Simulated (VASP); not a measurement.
# CuMo7 (Cmmm) in VASP: notebook, part 2 of 2

VASP 6.6.1. Earlier steps stand in the parts before.

### 3 Relaxation of cell and atoms, PBE

This run uses another cell than the first one, of 15.59 Å³/atom.

The input, INCAR:

```
PREC = Accurate
ENCUT = 600
EDIFF = 1E-6
ISMEAR = 0
SIGMA = 0.2
LREAL = False
LASPH = True
NELM = 100
ALGO = Fast
ISIF = 3
LWAVE = False
LCHARG = False
GGA = PE
IBRION = 2
NSW = 36
EDIFFG = -0.08
```

The input, KPOINTS:

```
regular mesh
0
Gamma
  6 6 1
```

The input, POSCAR:

```
CuMo7
1.0
    1.5750000000     -2.2250000000      0.0000000000
    1.5750000000      2.2250000000      0.0000000000
    0.0000000000      0.0000000000     17.8000000000
Cu Mo
1 7
Direct
    0.0000000000      0.0000000000      0.0000000000
    0.5000000000      0.5000000000      0.3750000000
    0.0000000000      0.0000000000      0.5000000000
    0.5000000000      0.5000000000      0.6250000000
    0.5000000000      0.5000000000      0.8750000000
    0.5000000000      0.5000000000      0.1250000000
    0.0000000000      0.0000000000      0.7500000000
    0.0000000000      0.0000000000      0.2500000000
```

Potentials or basis: VASP PAW PBE potentials, release 64 (Cu, Mo_sv).

Run with:

```sh
$ cat potpaw_PBE.64/Cu/POTCAR potpaw_PBE.64/Mo_sv/POTCAR > POTCAR
$ mpirun -np 1 vasp_std > vasp.out
```

OUTCAR:

```text
PREC = Accurate
   ENCUT = 600
   EDIFF = 1E-6
   ISMEAR = 0
   LREAL = False
   LASPH = True
   NELM = 100
   ISIF = 3
   GGA = PE
   IBRION = 2
   NSW = 36
   EDIFFG = -0.08

 ion  position               nearest neighbor table
   1  0.000  0.000  0.000-   5 2.73   6 2.73   5 2.73   6 2.73
   2  0.500  0.500  0.375-   3 2.73   8 2.73   3 2.73   8 2.73   3 3.15   8 3.15   3 3.15   8 3.15

   3  0.000  0.000  0.500-   2 2.73   4 2.73   2 2.73   4 2.73   2 3.15   4 3.15   2 3.15   4 3.15

   4  0.500  0.500  0.625-   3 2.73   7 2.73   3 2.73   7 2.73   3 3.15   7 3.15   3 3.15   7 3.15

   5  0.500  0.500  0.875-   1 2.73   7 2.73   1 2.73   7 2.73   7 3.15   7 3.15
   6  0.500  0.500  0.125-   1 2.73   8 2.73   1 2.73   8 2.73   8 3.15   8 3.15
   7  0.000  0.000  0.750-   4 2.73   5 2.73   4 2.73   5 2.73   4 3.15   5 3.15   4 3.15   5 3.15

   8  0.000  0.000  0.250-   2 2.73   6 2.73   2 2.73   6 2.73   2 3.15   6 3.15   2 3.15   6 3.15

  LATTYP: Found a base centered orthorhombic cell.
 ALAT       =     3.1500000000
 B/A-ratio  =     1.4126984127
 C/A-ratio  =     5.6507936508

  Lattice vectors:

 A1 = (   1.5750000000,  -2.2250000000,   0.0000000000)
 A2 = (   1.5750000000,   2.2250000000,   0.0000000000)
 A3 = (   0.0000000000,   0.0000000000,  17.8000000000)

Analysis of symmetry for initial positions (statically):
=====================================================================
 Subroutine PRICEL returns:
 Original cell was already a primitive cell.

 Routine SETGRP: Setting up the symmetry group for a
 base centered orthorhombic supercell.

 Subroutine GETGRP returns: Found  8 space group operations
 (whereof  8 operations were pure point group operations)
 out of a pool of  8 trial point group operations.

The static configuration has the point symmetry D_2h.

Analysis of symmetry for dynamics (positions and initial velocities):
=====================================================================
 Subroutine PRICEL returns:
 Original cell was already a primitive cell.

 Routine SETGRP: Setting up the symmetry group for a
 base centered orthorhombic supercell.

 Subroutine GETGRP returns: Found  8 space group operations
 (whereof  8 operations were pure point group operations)
 out of a pool of  8 trial point group operations.

The dynamic configuration has the point symmetry D_2h.

 Subroutine INISYM returns: Found  8 space group operations
 (whereof  8 operations are pure point group operations),
 and found     1 'primitive' translations

----------------------------------------------------------------------------------------

                                     Primitive cell

  volume of cell :     124.7558

  direct lattice vectors                    reciprocal lattice vectors
     1.575000000 -2.225000000  0.000000000     0.317460317 -0.224719101  0.000000000
     1.575000000  2.225000000  0.000000000     0.317460317  0.224719101  0.000000000
     0.000000000  0.000000000 17.800000000     0.000000000  0.000000000  0.056179775

  length of vectors
     2.726031915  2.726031915 17.800000000     0.388946947  0.388946947  0.056179775

  position of ions in fractional coordinates (direct lattice)
     0.000000000  0.000000000  0.000000000
     0.500000000  0.500000000  0.375000000
     0.000000000  0.000000000  0.500000000
     0.500000000  0.500000000  0.625000000
[... 53 lines left out ...]
  0.333333  0.333333  0.000000      2.000000
  0.500000  0.333333  0.000000      4.000000
 -0.333333  0.333333  0.000000      2.000000
  0.500000  0.500000  0.000000      1.000000
   k-points           NKPTS =     13   k-points in BZ     NKDIM =     13   number of bands    NBANDS=     65
   number of dos      NEDOS =    301   number of ions     NIONS =      8
   total plane-waves  NPLWV =  82944
   dimension x,y,z NGX =    24 NGY =   24 NGZ =  144
   dimension x,y,z NGXF=    48 NGYF=   48 NGZF=  288
   ions per type =               1   7
   NGX,Y,Z   is equivalent  to a cutoff of  14.64, 14.64, 13.45 a.u.
   NGXF,Y,Z  is equivalent  to a cutoff of  29.27, 29.27, 26.90 a.u.
 SYSTEM =  unknown system
   PREC   = accura    normal or accurate (medium, high low for compatibility)
   ISTART =      0    job   : 0-new  1-cont  2-samecut
   ICHARG =      2    charge: 1-file 2-atom 10-const
   ISPIN  =      1    spin polarized calculation?
   LNONCOLLINEAR =      F non collinear calculations
   LSORBIT =      F    spin-orbit coupling
   LASPH  =      T    aspherical Exc in radial PAW
   ENCUT  =  600.0 eV  44.10 Ry    6.64 a.u.   5.44  5.44 35.55*2*pi/ulx,y,z
   NELM   =    100;   NELMIN=  2; NELMDL= -5     # of ELM steps
   EDIFF  = 0.1E-05   stopping-criterion for ELM
   LREAL  =      F    real-space projection
   EDIFFG = -.8E-01   stopping-criterion for IOM
   NSW    =     36    number of steps for IOM
   IBRION =      2    ionic relax: 0-MD 1-quasi-New 2-CG
   NFREE  =      1    steps in history (QN), initial steepest desc. (CG)
   ISIF   =      3    stress and relaxation
   ISYM   =      2    0-nonsym 1-usesym 2-fastsym
   POTIM  = 0.5000    time-step for ionic-motion
   TEBEG  =    0.0;   TEEND  =   0.0 temperature during run
   PSTRESS=    0.0 pullay stress
   NELECT =     109.0000    total number of electrons
   NUPDOWN=      -1.0000    fix difference up-down
   EMIN   =  10.00;   EMAX   =-10.00  energy-range for DOS
   EFERMI =   0.00;   METHOD = LEGACY
   ISMEAR =     0;   SIGMA  =   0.20  broadening in eV -4-tet -1-fermi 0-gaus
   EFERMI_NEDOS =   21; number of points for ismear=-14 and -15
   IALGO  =     68    algorithm
   IMIX   =      4    mixing-type and parameters
     AMIX     =   0.40;   BMIX     =  1.00
     AMIX_MAG =   1.60;   BMIX_MAG =  1.00
  volume/ion in A,a.u.               =      15.59       105.24
  Fermi-wavevector in a.u.,A,eV,Ry     =   1.565057  2.957529 33.326154  2.449403
  Thomas-Fermi vector in A             =   2.667589
   LORBIT       =      0    0 simple, 1 ext, 2 COOP (PROOUT), +10 PAW based schemes
   GGA     = PE    functional components
   LHFCALC =     F    Hartree Fock is set to
   AEXX    =    0.0000 exact exchange contribution
   IVDW    =     0    specifies the selected vdW correction
   LEPSILON=     F    determine dielectric tensor
   LRPA    =     F    only Hartree local field effects (RPA)
 conjugate gradient relaxation of ions
 non-spin polarized calculation
 RMM-DIIS sequential band-by-band and
 Gauss-broadening in eV      SIGMA  =   0.20
  energy-cutoff  :      600.00
  volume of cell :      124.76
 maximum number of plane-waves:      4209
 NGX is ok and might be reduce to    24
   NGX = 11   NGY = 11   NGZ = 71

--------------------------------------- Ionic step        1  -------------------------------------------

 number of electron     109.0000016 magnetization

 Free energy of the ion-electron system (eV)
  ---------------------------------------------------
  ext. energy  EPLUGINS =         0.00000000
  ---------------------------------------------------
  free energy    TOTEN  =       -79.87585510 eV

  energy without entropy =      -79.79656455  energy(sigma->0) =      -79.83620982

------------------------ aborting loop because EDIFF is reached ----------------------------------------

  FORCE on cell =-STRESS in cart. coord.  units (eV):
  Direction    XX          YY          ZZ          XY          YZ          ZX
  --------------------------------------------------------------------------------------
  -------------------------------------------------------------------------------------
  Total        0.6637201     -4.2382135     -0.3560550      0.0000000      0.0000000      0.0000000
  in kB        8.5238345    -54.4293119     -4.5726403      0.0000000      0.0000000      0.0000000
  external PRESSURE =     -16.8260392 kB  Pullay stress =       0.0000000 kB
[... 107 lines left out ...]
  FREE ENERGIE OF THE ION-ELECTRON SYSTEM (eV)
  ---------------------------------------------------
  free  energy   TOTEN  =       -79.9205571552 eV

  energy  without entropy=      -79.8424340528  energy(sigma->0) =      -79.88149560

[... ionic steps 4 to 9 ...]

--------------------------------------- Ionic step       10  -------------------------------------------

 number of electron     109.0000011 magnetization

------------------------ aborting loop because EDIFF is reached ----------------------------------------
[... 79 lines left out ...]
--------------------------------------- Ionic step       12  -------------------------------------------

 number of electron     109.0000014 magnetization

 Free energy of the ion-electron system (eV)
  ---------------------------------------------------
  ext. energy  EPLUGINS =         0.00000000
  ---------------------------------------------------
  free energy    TOTEN  =       -79.98450249 eV

  energy without entropy =      -79.90546601  energy(sigma->0) =      -79.94498425

 E-fermi :  11.8223     XC(G=0): -13.2287

 val. band max:       11.7696693275   @ k =   0.1667   0.0000   0.0000
 cond. band min:      11.8560484653   @ k =  -0.1667   0.1667   0.0000
 fundamental gap:      0.0863791378
 Fermi energy:        11.8222500224

 k-point     1 :       0.0000    0.0000    0.0000
  band No.  band energies     occupation
      1     -49.4307      2.00000
      2     -49.3975      2.00000
      3     -49.3601      2.00000
      4     -49.2949      2.00000
      5     -49.2535      2.00000
      6     -49.2143      2.00000
[... 908 lines left out ...]
  FREE ENERGIE OF THE ION-ELECTRON SYSTEM (eV)
  ---------------------------------------------------
  free  energy   TOTEN  =       -79.9845024947 eV

  energy  without entropy=      -79.9054660090  energy(sigma->0) =      -79.94498425

 reached required accuracy - stopping structural energy minimisation
```

Run time: 18 min. Hardware: 1 thread of Intel Xeon 6975P-C (Granite Rapids), shared host; peak memory 0.36 GiB.

What came out:

- Free energy: -79.9845 eV
- Relaxed volume: 15.40 Å³/atom
- Relaxed cell: a = 2.695 Å, b = 2.695 Å, c = 17.801 Å, α = 90.00°, β = 90.00°, γ = 107.72°
- Space group after relaxing (to 0.1 Å): Cmmm (No. 65)
- Energy gained by relaxing: 13.6 meV/atom
- Ionic steps: 12
- Pressure after relaxing: 0.0 GPa
- Largest force after relaxing: 0.037 eV/Å
- Band gap on the k mesh: zero (an odd number of electrons rules out a gap without spin polarisation)

Forces on the atoms (eV/Å):
```
Cu   0.000  0.000  0.000
Mo   0.000  0.000 -0.037
Mo   0.000  0.000  0.000
Mo   0.000  0.000  0.037
Mo   0.000  0.000 -0.019
Mo   0.000  0.000  0.019
Mo   0.000  0.000  0.002
Mo   0.000  0.000 -0.002
```

Stress tensor (GPa, compression positive):
```
-0.17  0.00  0.00
 0.00 -0.05  0.00
 0.00  0.00  0.15
```

Step by step:
```csv
step,energy change (eV),largest force (eV/Å),pressure (GPa),volume (Å³)
1,0.0000,0.3283,-1.68,124.76
2,-0.0345,0.4980,3.96,121.79
3,-0.0447,0.4435,2.01,122.74
4,-0.0656,0.2331,-1.72,124.43
5,-0.0691,0.2914,-0.70,123.96
6,-0.0861,0.1769,-0.12,123.51
7,-0.0918,0.1710,0.49,123.08
8,-0.1035,0.1156,-0.78,123.58
9,-0.1038,0.1238,-1.02,123.68
10,-0.1019,0.0521,1.70,122.26
11,-0.1074,0.0843,0.18,123.04
12,-0.1086,0.0370,-0.03,123.16
```

Final structure:
```xyz
8
Lattice="1.5895 -2.1764 0.0000 1.5895 2.1764 0.0000 0.0000 0.0000 17.8014" Properties=species:S:1:pos:R:3 pbc="T T T"
Cu    0.0000    0.0000   17.8014
Mo    1.5895    0.0000    6.6325
Mo    0.0000    0.0000    8.9007
Mo    1.5895    0.0000   11.1689
Mo    1.5895    0.0000   15.6755
Mo    1.5895    0.0000    2.1259
Mo    0.0000    0.0000   13.4358
Mo    3.1789    0.0000    4.3655
```

Caveat: the k points lie up to 0.41 Å⁻¹ apart in the final cell, too coarse for converged energies and pressures of a metal; the relaxation stopped at a loose force limit of 0.08 eV/Å, so its end isn't a converged minimum.

### 4 Single point, PBE

This run uses another cell than the first one, of 15.40 Å³/atom.

The input, INCAR:

```
SYSTEM = CuMo7
PREC = Accurate ; ENCUT = 520
EDIFF = 1E-6 ; ISMEAR = 0
SIGMA = 0.2 ; LREAL = .False.
LASPH = .True. ; NELM = 100
ALGO = Fast ; ISIF = 2
LWAVE = .False. ; LCHARG = .False.
GGA = PE ; NBANDS = 64
```

The input, KPOINTS:

```
Automatic mesh
0
Gamma
  8 8 2
  0 0 0
```

The input, POSCAR:

```
CuMo7
1.0
    1.5837724237     -2.1978411897      0.0000000000
    1.5837724237      2.1978411897      0.0000000000
    0.0000000000      0.0000000000     17.6957928795
Cu Mo
1 7
Direct
    0.0000000000      0.0000000000      1.0000000000
    0.5000000000      0.5000000000      0.3724327897
    0.0000000000      0.0000000000      0.5000000000
    0.5000000000      0.5000000000      0.6275672103
    0.5000000000      0.5000000000      0.8797140713
    0.5000000000      0.5000000000      0.1202859287
    0.0000000000      0.0000000000      0.7547420554
    1.0000000000      1.0000000000      0.2452579446
```

Run with:

```sh
$ cat potpaw_PBE.64/Cu/POTCAR potpaw_PBE.64/Mo_sv/POTCAR > POTCAR
$ mpirun -np 1 vasp_std > vasp.out
```

Wall time 7.9 min (1 thread of Intel Xeon 6975P-C (Granite Rapids), shared host); peak memory 0.38 GiB.

The run converged. Its results:

```yaml
Free_energy: -79.6215 eV
Pressure: 1.0 GPa
Largest_force: 0.036 eV/Å
Band_gap_on_the_k_mesh: zero (an odd number of electrons rules out a gap without spin polarisation)
```

Forces on the atoms (eV/Å):
```
Cu   0.000  0.000  0.000
Mo   0.000  0.000  0.036
Mo   0.000  0.000  0.000
Mo   0.000  0.000 -0.036
Mo   0.000  0.000 -0.032
Mo   0.000  0.000  0.032
Mo   0.000  0.000  0.036
Mo   0.000  0.000 -0.036
```

Stress tensor (GPa, compression positive):
```
1.25 0.00 0.00
0.00 1.60 0.00
0.00 0.00 0.05
```

Levels at points of the mesh, in eV from the Fermi level:
```tsv
k point	band 51	band 52	band 53	band 54	band 55	band 56	band 57	band 58	band 59	band 60
(0.00, 0.00, 0.00)	-1.26	-1.21	-0.94	-0.56	-0.17	-0.02	0.38	1.23	1.40	1.43
(0.50, 0.00, 0.00)	-0.41	-0.26	0.38	1.30	1.48	1.54	1.57	1.63	1.67	1.68
(0.50, 0.50, 0.00)	0.50	0.52	1.03	1.05	1.11	1.48	1.50	1.53	1.93	2.42
(0.00, 0.00, 0.50)	-1.25	-1.08	-0.98	-0.89	-0.45	0.21	0.85	0.98	1.43	1.45
(0.50, 0.00, 0.50)	-0.36	0.38	0.70	0.79	1.20	1.54	1.55	1.64	1.65	1.70
(0.50, 0.50, 0.50)	0.15	0.48	0.48	0.54	1.08	1.26	1.55	2.10	2.40	2.84
```

### 5 The runs side by side

```tsv
task	cell	k mesh	cutoff (eV)	gap on the mesh (eV)	pressure (GPa)	largest force (eV/Å)
single point	a = 2.693, b = 2.693, c = 17.791 Å, angles 90.0, 90.0, 107.7°, 8 atoms, atomic positions A	6 × 6 × 1	520	none	0.7	0.02
relaxation of cell and atoms	relaxed from a = 2.726, b = 2.726, c = 17.800 Å, angles 90.0, 90.0, 109.4°, 8 atoms, atomic positions B	6 × 6 × 1	600	none	0.0	0.04
single point	a = 2.709, b = 2.709, c = 17.696 Å, angles 90.0, 90.0, 108.4°, 8 atoms, atomic positions C	8 × 8 × 2	520	none	1.0	0.04
```

Alike in all rows: level PBE; potentials or basis VASP PAW PBE potentials, release 64 (Cu, Mo_sv); no spin polarisation; smearing gaussian 0.2 eV.

Caveats: some runs use coarse meshes; the relaxation stopped at a loose force limit of 0.08 eV/Å, so its end isn't a converged minimum (at least some runs).

Total energies depend on the potentials used, so only differences within one code and one set of settings carry meaning.

The gap in the log of VASP goes by the Fermi energy; the results here count the filled bands.